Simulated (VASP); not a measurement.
**ZrB2: single point with PBE**

ZrB2:

```
Zr B
1.0
     3.17099    0.00000    0.00000
    -1.58549    2.74616    0.00000
     0.00000    0.00000    3.54279
Zr B
1 2
Direct
  0.00000 0.00000 0.00000
  0.33333 0.66667 0.50000
  0.66667 0.33333 0.50000
```

- Program: VASP 6.6.1
- Task: single point
- Functional: PBE
- Potentials or basis: VASP PAW PBE potentials, release 64 (Zr_sv, B)
- Cutoff: 520 eV
- k mesh: 15 × 15 × 12
- Occupations: gaussian, width 0.1 eV
- Spin: no spin polarisation
- Dipole correction: no
- Further INCAR settings: ALGO = Normal; EDIFF = 1e-06; NBANDS = 16

```
Pressure               : 0.1 GPa
Band gap on the k mesh : zero (bands 9 and 10 overlap by 1.01 eV)
```

Levels at points of the mesh, in eV from the Fermi level:
| k point | band 5 | band 6 | band 7 | band 8 | band 9 | band 10 | band 11 | band 12 | band 13 | band 14 |
| --- | --- | --- | --- | --- | --- | --- | --- | --- | --- | --- |
| (0.00, 0.00, 0.00) | -12.71 | -2.60 | -2.60 | -2.58 | -2.36 | 3.39 | 3.39 | 4.15 | 4.15 | 4.88 |
| (0.00, 0.00, 0.50) | -10.71 | -6.95 | -0.95 | -0.95 | 0.35 | 0.35 | 0.78 | 0.78 | 1.79 | 5.06 |

Wall time 110 s on 1 thread of Intel Xeon 8259CL, with other jobs on the host, peak memory 0.21 GiB.
